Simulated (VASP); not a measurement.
Fe, 2 atoms in the cell. Symmetry: Fmmm, No. 69, orthorhombic system. Conventional cell: a = 3.400 Å, b = 3.452 Å, c = 3.710 Å, α = 90.00°, β = 90.00°, γ = 90.00°. Within 3.2 Å of Fe (site symmetry mmm) lie 12 Fe at 2.42 to 2.53 Å. 

| Quantity | Value |
| --- | --- |
| Program | VASP 6.6.1 |
| Task | single point |
| Functional | LDA |
| Potentials or basis | VASP PAW LDA potentials, release 64 (Fe) |
| Cutoff | 600 eV |
| k mesh | 13 × 13 × 9 |
| Occupations | fermi-dirac, width 0.08 eV |
| Spin | collinear spin, ferrimagnetic start |
| Starting moments | [-0.9, 1.9] μB |
| Fixed moment | 1 μB |
| Dipole correction | no |
| Further INCAR settings | ALGO = Normal; EDIFF = 1e-06; NBANDS = 19 |

Potentials or basis: VASP PAW LDA potentials, release 64 (Fe).

The run is started by

```sh
$ cat potpaw_LDA.64/Fe/POTCAR > POTCAR
$ mpirun -np 1 vasp_std > vasp.out
```

Hardware: 1 thread of Oxide Virtual Turin-like Processor, on a shared host.

Task: Estimate the wall time of this run.

Result: Wall time 2.6 min on 1 thread of Oxide Virtual Turin-like Processor, with other jobs on the host, peak memory 0.23 GiB. Counts: scf iterations 18, k points 245.
